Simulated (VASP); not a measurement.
AlAs: single point with LDA

The system is AlAs.

```xyz
2
Lattice="0.0000 2.7674 2.7674 2.7674 0.0000 2.7674 2.7674 2.7674 0.0000" Properties=species:S:1:pos:R:3 pbc="T T T"
Al    0.0000    0.0000    0.0000
As    4.1512    4.1512    4.1512
```

This cell differs from its parent crystal: the cell strained.

| Quantity | Value |
| --- | --- |
| Program | VASP 6.6.1 |
| Task | single point |
| Functional | LDA |
| Potentials or basis | VASP PAW LDA potentials, release 64 (Al, As) |
| Cutoff | 500 eV |
| k mesh | 8 × 8 × 8 |
| Occupations | gaussian, width 0.05 eV |
| Spin | no spin polarisation |

* Pressure: 4.7 GPa
* Band gap on the k mesh: 1.22 eV (least direct gap 2.43 eV)

Levels at points of the mesh, in eV from the valence-band top:
| k point | band 1 | band 2 | band 3 | band 4 | band 5 | band 6 | band 7 | band 8 |
| --- | --- | --- | --- | --- | --- | --- | --- | --- |
| (0.00, 0.00, 0.00) | -12.29 | 0.00 | 0.00 | 0.00 | 2.43 | 4.36 | 4.36 | 4.36 |
| (0.50, 0.00, 0.00) | -10.71 | -5.91 | -0.87 | -0.87 | 2.28 | 4.68 | 4.68 | 7.71 |
| (0.50, 0.50, 0.00) | -10.10 | -5.69 | -2.33 | -2.33 | 1.22 | 2.20 | 10.72 | 10.72 |

It took 11 s on 1 thread of Intel(R) Xeon(R) Platinum 8259CL CPU @ 2.50GHz (Skylake/Cascade Lake), with other jobs on the host, peak memory 0.15 GiB.

Caveat: the cell differs from its parent crystal (the cell strained); the cell stands under pressure. A k mesh can miss the band edges.
